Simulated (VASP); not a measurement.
# GaSi62 (a cell with a defect) in VASP: single point with LDA

Aim: the single point of GaSi62 (a cell with a defect) with LDA.

All numbers are computed with VASP 6.6.1; they aren't measurements. Logs are shortened: lines on timing, memory, paths and dates and some standing lists are left out, and cuts for length are marked.

### Step 1. The cell of the first run

The cell holds a defect, 63 atoms: a = 10.860 Å, b = 10.860 Å, c = 10.860 Å, α = 90.00°, β = 90.00°, γ = 90.00°.

### Step 2. Single point, LDA, collinear spin, zero start

INCAR reads:

```
  ALGO = Normal
  EDIFF = 1E-6
  ENCUT = 520
  GGA = CA
  ISIF = 2
  ISMEAR = 0
  ISPIN = 2
  LASPH = True
  LCHARG = False
  LORBIT = 11
  LREAL = Auto
  LWAVE = False
  MAGMOM = 0 0 0 0 0 0 0 0 0 0 0 0 0 0 0 0 0 0 0 0 0 0 0 0 0 0 0 0 0 0 0 0 0 0 0 0 0 0 0 0 0 0 0 0 0 0 0 0 0 0 0 0 0 0 0 0 0 0 0 0 0 0 0
  NBANDS = 172
  NELECT = 259.0
  NELM = 150
  PREC = Accurate
  SIGMA = 0.02
```

KPOINTS reads:

```
k-points
0
Gamma
  1 1 1
```

POSCAR reads:

```
GaSi62
1.0
   10.8600000000      0.0000000000      0.0000000000
    0.0000000000     10.8600000000      0.0000000000
    0.0000000000      0.0000000000     10.8600000000
Si Ga
62 1
Direct
    0.5108966851      0.0109741252     -0.0035419890
    0.8643783610      0.3644518416      0.1286826888
    0.7537356354      0.0109627072      0.2393197053
    0.8759667587      0.1250918969      0.3756488029
    0.0007052486     -0.0006377532     -0.0000432781
    0.1249876611      0.1244083794      0.1258734807
    0.2502713628      0.2510095764     -0.0007257827
    0.3745503683      0.3760554328      0.1251958564
    0.4992764273      0.5007866483     -0.0000447514
    0.6243254144      0.6250663904      0.1258725599
    0.7509265193      0.7503505525     -0.0007279006
    0.8759687845      0.8746338858      0.1251917127
    0.2538465009      0.0019734807      0.2483093923
    0.3824565378      0.1282595764      0.3677491713
    0.5108973297      0.2538232965      0.2393105893
    0.6250098527      0.3760589319      0.3756500921
    0.7502490792      0.5007837937      0.2509138122
    0.8766224678      0.6250148250      0.3763894107
    0.5018898711      0.0019688766      0.4963604972
    0.6243253223      0.1244093923      0.6252162063
    0.7509265193      0.2510116943      0.4999339779
    0.8733663904      0.3734447514      0.6287912523
    0.7502491713     -0.0006317680      0.7494987109
    0.8643767956      0.1215985267      0.8858342541
   -0.0071870166      0.4928906077      0.0031244936
    0.1236505525      0.6237325046      0.1248825046
    0.2516133517      0.7516923573      0.0002693370
    0.3824569061      0.8825349908      0.1220221915
    0.0007031308      0.2503247698      0.2509179558
    0.1249346225      0.3766980663      0.3763916206
    0.2503188766      0.5015251381      0.2515693370
    0.3761775322      0.6276995396      0.3740239411
    0.5018883978      0.7539211786      0.2483123389
    0.6281772560      0.8825221915      0.3677585635
    0.0014429098     -0.0012831492      0.4998784530
    0.1236496317      0.1253999079      0.6265507366
    0.2516122468      0.2500133517      0.4985904236
    0.3738107735      0.3767034991      0.6252647330
    0.4986365562      0.5015272560      0.4998817680
    0.6253230203      0.6237197053      0.6265621547
    0.7499381215      0.7516825967      0.4985995396
    0.8766220994      0.8738932781      0.6252671271
    0.2503186924     -0.0012875691      0.7487564457
    0.3745476980      0.1250872007      0.8742263352
    0.4992749540      0.2503265193      0.7494952118
    0.6215100368      0.3644279926      0.8858535912
    0.7470773481      0.4928747698      0.7574074586
    0.8733645488      0.6214922652      0.8768379374
    0.0014441068      0.7504036832      0.2515668508
    0.1276183241      0.8762650092      0.3740183241
   -0.0009247698      0.4991547882      0.5025644567
    0.1247531308      0.6248372007      0.6254447514
    0.2504972376      0.7505835175      0.4996998158
    0.3761790055      0.8762581952      0.6225830571
   -0.0071873849      0.2471574586      0.7573941989
    0.1214171271      0.3734481584      0.8768348987
    0.2476377532      0.4991596685      0.7511232044
    0.3738114180      0.6250175875      0.8735794659
    0.4986375691      0.7504001842      0.7487557090
    0.6250094843      0.8746329650      0.8742237569
   -0.0009259669      0.7477168508      0.7511266114
    0.1249350829      0.8738886740      0.8735828729
    0.6876190608      0.1877013812      0.0625801105
```

Potentials or basis: VASP PAW LDA potentials, release 64 (Si, Ga_d).

Command:

```
$ cat potpaw_LDA.64/Si/POTCAR potpaw_LDA.64/Ga_d/POTCAR > POTCAR
$ mpirun -np 1 vasp_gam > vasp.out
```

OUTCAR:

```text
EDIFF = 1E-6
   ENCUT = 520
   GGA = CA
   ISIF = 2
   ISMEAR = 0
   ISPIN = 2
   LASPH = True
   LORBIT = 11
   LREAL = Auto
   NELECT = 259.0
   NELM = 150
   PREC = Accurate

 ion  position               nearest neighbor table
   1  0.511  0.011  0.996-  60 2.34  44 2.34  28 2.40  63 2.81
   2  0.864  0.364  0.129-  29 2.34  17 2.34  25 2.40  63 2.81
   3  0.754  0.011  0.239-   4 2.34  12 2.34  34 2.40  63 2.81
   4  0.876  0.125  0.376-   3 2.34  29 2.35  21 2.35  35 2.36
   5  0.001  0.999  1.000-  24 2.34  12 2.35   6 2.35  62 2.36
   6  0.125  0.124  0.126-  13 2.34   5 2.35  29 2.35   7 2.37
[... 54 lines left out ...]
  61  0.999  0.748  0.751-  52 2.35  42 2.35  62 2.35  48 2.37
  62  0.125  0.874  0.874-  61 2.35  43 2.35  27 2.36   5 2.36
  63  0.688  0.188  0.063-  46 2.81   1 2.81  15 2.81   3 2.81  24 2.81   2 2.81

  LATTYP: Found a simple cubic cell.
 ALAT       =    10.8600000000

  Lattice vectors:

 A1 = (  10.8600000000,   0.0000000000,   0.0000000000)
 A2 = (   0.0000000000,  10.8600000000,   0.0000000000)
 A3 = (   0.0000000000,   0.0000000000,  10.8600000000)

Analysis of symmetry for initial positions (statically):
=====================================================================
 Subroutine PRICEL returns:
 Original cell was already a primitive cell.

 Routine SETGRP: Setting up the symmetry group for a
 simple cubic supercell.

 Subroutine GETGRP returns: Found  2 space group operations
 (whereof  1 operations were pure point group operations)
 out of a pool of 48 trial point group operations.

The static configuration has the point symmetry C_1 .
 The point group associated with its full space group is C_1h.

Analysis of symmetry for dynamics (positions and initial velocities):
=====================================================================
 Subroutine PRICEL returns:
 Original cell was already a primitive cell.

 Routine SETGRP: Setting up the symmetry group for a
 simple cubic supercell.

 Subroutine GETGRP returns: Found  2 space group operations
 (whereof  1 operations were pure point group operations)
 out of a pool of 48 trial point group operations.

The dynamic configuration has the point symmetry C_1 .
 The point group associated with its full space group is C_1h.

Analysis of structural, dynamic, and magnetic symmetry:
=====================================================================
 Subroutine PRICEL returns:
 Original cell was already a primitive cell.

 Routine SETGRP: Setting up the symmetry group for a
 simple cubic supercell.

 Subroutine GETGRP returns: Found  2 space group operations
 (whereof  1 operations were pure point group operations)
 out of a pool of 48 trial point group operations.

The overall configuration has the point symmetry C_1 .
 The point group associated with its full space group is C_1h.

 Subroutine INISYM returns: Found  2 space group operations
 (whereof  1 operations are pure point group operations),
 and found     1 'primitive' translations

----------------------------------------------------------------------------------------

                                     Primitive cell

  volume of cell :    1280.8241

  direct lattice vectors                    reciprocal lattice vectors
    10.860000000  0.000000000  0.000000000     0.092081031  0.000000000  0.000000000
     0.000000000 10.860000000  0.000000000     0.000000000  0.092081031  0.000000000
     0.000000000  0.000000000 10.860000000     0.000000000  0.000000000  0.092081031

  length of vectors
    10.860000000 10.860000000 10.860000000     0.092081031  0.092081031  0.092081031

  position of ions in fractional coordinates (direct lattice)
     0.510896685  0.010974125  0.996458011
     0.864378361  0.364451842  0.128682689
     0.753735635  0.010962707  0.239319705
     0.875966759  0.125091897  0.375648803
     0.000705249  0.999362247  0.999956722
[... 167 lines left out ...]
   LNONCOLLINEAR =      F non collinear calculations
   LSORBIT =      F    spin-orbit coupling
   LASPH  =      T    aspherical Exc in radial PAW
   ENCUT  =  520.0 eV  38.22 Ry    6.18 a.u.  20.19 20.19 20.19*2*pi/ulx,y,z
   NELM   =    150;   NELMIN=  2; NELMDL= -5     # of ELM steps
   EDIFF  = 0.1E-05   stopping-criterion for ELM
   LREAL  =      T    real-space projection
   EDIFFG = 0.1E-04   stopping-criterion for IOM
   NSW    =      0    number of steps for IOM
   IBRION =     -1    ionic relax: 0-MD 1-quasi-New 2-CG
   NFREE  =      0    steps in history (QN), initial steepest desc. (CG)
   ISIF   =      2    stress and relaxation
   ISYM   =      2    0-nonsym 1-usesym 2-fastsym
   POTIM  = 0.5000    time-step for ionic-motion
   TEBEG  =    0.0;   TEEND  =   0.0 temperature during run
   PSTRESS=    0.0 pullay stress
   NELECT =     259.0000    total number of electrons
   NUPDOWN=      -1.0000    fix difference up-down
   EMIN   =  10.00;   EMAX   =-10.00  energy-range for DOS
   EFERMI =   0.00;   METHOD = LEGACY
   ISMEAR =     0;   SIGMA  =   0.02  broadening in eV -4-tet -1-fermi 0-gaus
   EFERMI_NEDOS =   21; number of points for ismear=-14 and -15
   IALGO  =     38    algorithm
   IMIX   =      4    mixing-type and parameters
     AMIX     =   0.40;   BMIX     =  1.00
     AMIX_MAG =   1.60;   BMIX_MAG =  1.00
  volume/ion in A,a.u.               =      20.33       137.20
  Fermi-wavevector in a.u.,A,eV,Ry     =   0.960900  1.815838 12.562655  0.923329
  Thomas-Fermi vector in A             =   2.090225
   LORBIT       =     11    0 simple, 1 ext, 2 COOP (PROOUT), +10 PAW based schemes
   GGA     = CA    functional components
   LHFCALC =     F    Hartree Fock is set to
   AEXX    =    0.0000 exact exchange contribution
   IVDW    =     0    specifies the selected vdW correction
   LEPSILON=     F    determine dielectric tensor
   LRPA    =     F    only Hartree local field effects (RPA)
 spin polarized calculation
 Gauss-broadening in eV      SIGMA  =   0.02
  energy-cutoff  :      520.00
  volume of cell :     1280.82
 maximum number of plane-waves:     17229
 NGX is ok and might be reduce to    84
   NGX = 41   NGY = 41   NGZ = 41

 number of electron     258.9999995 magnetization       0.0002722

 Free energy of the ion-electron system (eV)
  ---------------------------------------------------
  ext. energy  EPLUGINS =         0.00000000
  ---------------------------------------------------
  free energy    TOTEN  =      -374.99715685 eV

  energy without entropy =     -374.98587306  energy(sigma->0) =     -374.99151495

 E-fermi :   5.4593     XC(G=0):  -9.5397

 val. band max:        5.4593312032   @ k =   0.0000   0.0000   0.0000
 cond. band min:       5.4593503500   @ k =   0.0000   0.0000   0.0000
 fundamental gap:      0.0000191468
 Fermi energy:         5.4593407766

 spin component 1

 k-point     1 :       0.0000    0.0000    0.0000
  band No.  band energies     occupation
      1      -9.1333      1.00000
      2      -9.1333      1.00000
      3      -9.0961      1.00000
      4      -9.0961      1.00000
      5      -9.0956      1.00000
      6      -6.2459      1.00000
[... 133 lines left out ...]
    140       6.7478      0.00000
    141       6.7478      0.00000
 Fermi energy:         5.4593407766

 spin component 2

 k-point     1 :       0.0000    0.0000    0.0000
  band No.  band energies     occupation
      1      -9.1333      1.00000
      2      -9.1333      1.00000
      3      -9.0961      1.00000
      4      -9.0961      1.00000
      5      -9.0956      1.00000
      6      -6.2459      1.00000
[... 133 lines left out ...]
    140       6.7478      0.00000
    141       6.7478      0.00000
 [bands above 141 left out]

------------------------ aborting loop because EDIFF is reached ----------------------------------------

  FORCE on cell =-STRESS in cart. coord.  units (eV):
  Direction    XX          YY          ZZ          XY          YZ          ZX
  --------------------------------------------------------------------------------------
  -------------------------------------------------------------------------------------
  Total      -35.6894457    -35.6905362    -35.6905362     -5.8921490      5.8953229      5.8921490
  in kB      -44.6437748    -44.6451390    -44.6451390     -7.3704640      7.3744342      7.3704640
  external PRESSURE =     -44.6446843 kB  Pullay stress =       0.0000000 kB

 VOLUME and BASIS-vectors are now :
 -----------------------------------------------------------------------------
  energy-cutoff  :      520.00
  volume of cell :     1280.82
      direct lattice vectors                 reciprocal lattice vectors
    10.860000000  0.000000000  0.000000000     0.092081031  0.000000000  0.000000000
     0.000000000 10.860000000  0.000000000     0.000000000  0.092081031  0.000000000
     0.000000000  0.000000000 10.860000000     0.000000000  0.000000000  0.092081031

 POSITION                                       TOTAL-FORCE (eV/Angst)
 -----------------------------------------------------------------------------------
      5.54834      0.11918     10.82153        -0.000643      0.000545      0.003114
      9.38715      3.95795      1.39749        -0.002783     -0.002263     -0.006193
      8.18557      0.11906      2.59901        -0.002919      0.000714     -0.000714
      9.51300      1.35850      4.07955         0.004374      0.001322      0.002537
      0.00766     10.85307     10.85953         0.002040     -0.002590      0.000490
      1.35737      1.35108      1.36699        -0.000880     -0.000828      0.000828
[... 55 lines left out ...]
      1.35680      9.49043      9.48711         0.000105      0.000582     -0.001384
      7.46754      2.03844      0.67962         0.000149      0.000515     -0.000515
 -----------------------------------------------------------------------------------
    total drift:                                0.004466     -0.016499     -0.018817

  FREE ENERGIE OF THE ION-ELECTRON SYSTEM (eV)
  ---------------------------------------------------
  free  energy   TOTEN  =      -374.9971568489 eV

  energy  without entropy=     -374.9858730598  energy(sigma->0) =     -374.99151495

 total charge

# of ion       s       p       d       tot
------------------------------------------
    1        0.774   0.870   0.000   1.644
    2        0.774   0.870   0.000   1.644
    3        0.774   0.870   0.000   1.644
    4        0.749   0.950   0.000   1.699
    5        0.749   0.950   0.000   1.700
    6        0.747   0.952   0.000   1.699
[... 55 lines left out ...]
   62        0.749   0.947   0.000   1.697
   63        0.890   0.639   9.939  11.468
--------------------------------------------------
tot         47.463  58.826   9.939 116.228

 magnetization (x)

# of ion       s       p       d       tot
------------------------------------------
    1        0.000   0.000   0.000   0.000
    2        0.000   0.000   0.000   0.000
    3        0.000   0.000   0.000   0.000
    4       -0.000   0.000   0.000   0.000
    5       -0.000   0.000   0.000   0.000
    6       -0.000   0.000   0.000   0.000
[... 55 lines left out ...]
   62        0.000   0.000   0.000   0.000
   63        0.000   0.000   0.000   0.000
--------------------------------------------------
tot          0.000   0.000   0.000   0.000
```

Run time: 31 min. Hardware: 1 thread of Intel Xeon 8259CL, shared host; peak memory 0.9 GiB.

What came out:

| Item | Value |
| --- | --- |
| Free energy | -374.9972 eV |
| Largest force | 0.007 eV/Å |
| Net moment | 0.00 μB per cell |
| Valence electrons inside the program's atomic spheres | Si 1.64, 1.70, 1.68 (each value once); Ga 11.47 |

Forces on the atoms (eV/Å):
```
Si  -0.001  0.001  0.003
Si  -0.003 -0.002 -0.006
Si  -0.003  0.001 -0.001
Si   0.004  0.001  0.003
Si   0.002 -0.003  0.000
Si  -0.001 -0.001  0.001
Si   0.001 -0.001  0.001
Si  -0.002  0.004 -0.001
Si  -0.003  0.002  0.000
Si   0.000 -0.001  0.001
Si  -0.001  0.001  0.001
Si   0.004 -0.003 -0.001
Si   0.001  0.001 -0.001
Si   0.000 -0.002  0.000
Si  -0.001 -0.003 -0.001
Si   0.001  0.003  0.002
Si   0.000  0.002  0.003
Si   0.001  0.000  0.000
Si   0.001  0.000 -0.001
Si   0.000 -0.001  0.001
Si  -0.001 -0.001 -0.001
Si   0.001  0.000 -0.002
Si   0.000 -0.003 -0.002
Si  -0.003  0.006  0.002
Si   0.001  0.001  0.001
Si  -0.002 -0.002 -0.001
Si   0.000 -0.001  0.002
Si   0.000  0.000  0.002
Si   0.002  0.000  0.003
Si   0.000  0.001 -0.001
Si   0.001 -0.003 -0.001
Si   0.001  0.001 -0.002
Si   0.001  0.001  0.000
Si  -0.002  0.000  0.000
Si  -0.003  0.001  0.000
Si  -0.002  0.001  0.002
Si   0.000 -0.002  0.001
Si   0.000  0.002  0.000
Si   0.001 -0.003  0.000
Si   0.002 -0.002  0.002
Si  -0.001 -0.001  0.001
Si   0.001  0.000  0.000
Si   0.001  0.001  0.003
Si  -0.002  0.001 -0.004
Si  -0.003  0.000 -0.002
Si   0.006 -0.001  0.001
Si  -0.002  0.001 -0.001
Si   0.001  0.002  0.000
Si  -0.003  0.000 -0.001
Si   0.001  0.002 -0.002
Si  -0.002 -0.003  0.002
Si   0.003  0.004 -0.004
Si   0.000  0.000  0.000
Si   0.001  0.002 -0.001
Si   0.001 -0.001 -0.001
Si   0.003  0.001 -0.001
Si  -0.002 -0.002  0.002
Si   0.000  0.000 -0.002
Si   0.001  0.000  0.003
Si   0.001 -0.002 -0.003
Si  -0.002 -0.002  0.003
Si   0.000  0.001 -0.001
Ga   0.000  0.001 -0.001
```

Caveat: the k points lie up to 0.58 Å⁻¹ apart; the cell carries a net charge on a neutralising background, which shifts energy and pressure; the cell is charged against a uniform background, so pressure and absolute levels hang on convention; no moment was typed at the start, so none could form.
